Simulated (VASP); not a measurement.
A run of VASP 6.6.1:

Contents of INCAR:

```
SYSTEM = TePb
ALGO = Normal
EDIFF = 1E-7
ENCUT = 520
GGA = PE
ISIF = 2
ISMEAR = -1
LASPH = .TRUE.
LCHARG = .TRUE.
LELF = .TRUE.
LREAL = .FALSE.
LVHAR = .TRUE.
LWAVE = .FALSE.
NBANDS = 17
NELM = 60
PREC = Accurate
SIGMA = 0.03
```

File KPOINTS:

```
k-points
0
G
  9 9 9
  0 0 0
```

File POSCAR:

```
TePb
1.0
    0.0000000000      3.2835710949      3.2835710949
    3.2835710949      0.0000000000      3.2835710949
    3.2835710949      3.2835710949      0.0000000000
Pb Te
1 1
Direct
    0.0000000000      0.0000000000      0.0000000000
    0.5000000000      0.5000000000      0.5000000000
```

Potentials or basis: VASP PAW PBE potentials, release 64 (Pb_d, Te).

Launch:

```bash
$ cat potpaw_PBE.64/Pb_d/POTCAR potpaw_PBE.64/Te/POTCAR > POTCAR
$ mpirun -np 1 vasp_std > vasp.out
```

Hardware: 1 thread of Intel(R) Xeon(R) Platinum 8375C CPU @ 2.90GHz (Ice Lake), with other jobs on the host.

Task: How long does it take, and how much memory?

Result: Wall time 36 s on 1 thread of Intel(R) Xeon(R) Platinum 8375C CPU @ 2.90GHz (Ice Lake) (shared host), peak memory 0.22 GiB. Counts: scf iterations 14, k points 35.
